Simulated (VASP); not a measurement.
BAs (r.B): single point with PBE+D4

Sheet: BAs (r.B), a sheet with vacuum.

```xyz
2
Lattice="3.3721 0.0000 0.0000 -1.6860 2.9203 0.0000 0.0000 0.0000 23.8000" Properties=species:S:1:pos:R:3 pbc="T T T"
B     0.0000    1.9469    7.0000
As    1.6860    0.9734    7.0000
```

```json
{
 "Program": "VASP 6.6.1",
 "Task": "single point",
 "Functional": "PBE",
 "Dispersion": "D4",
 "Potentials or basis": "VASP PAW PBE potentials, release 64 (B, As)",
 "Cutoff": "420 eV",
 "k mesh": "12 × 12 × 1",
 "Occupations": "gaussian, width 0.03 eV",
 "Spin": "no spin polarisation"
}
```

The band gap on the k mesh is 0.74 eV, direct and the dispersion energy per atom is -0.161 eV.

Levels at points of the mesh, in eV from the valence-band top:
```
           k point  band 2  band 3  band 4  band 5  band 6  band 7
(0.00, 0.00, 0.00)   -3.97   -1.52   -1.52    3.60    3.92    4.62
(0.50, 0.00, 0.00)   -8.25   -3.60   -1.06    1.44    2.53    7.49
```

It took 110 s on 1 thread of Intel Xeon 8259CL (shared host), peak memory 0.29 GiB.
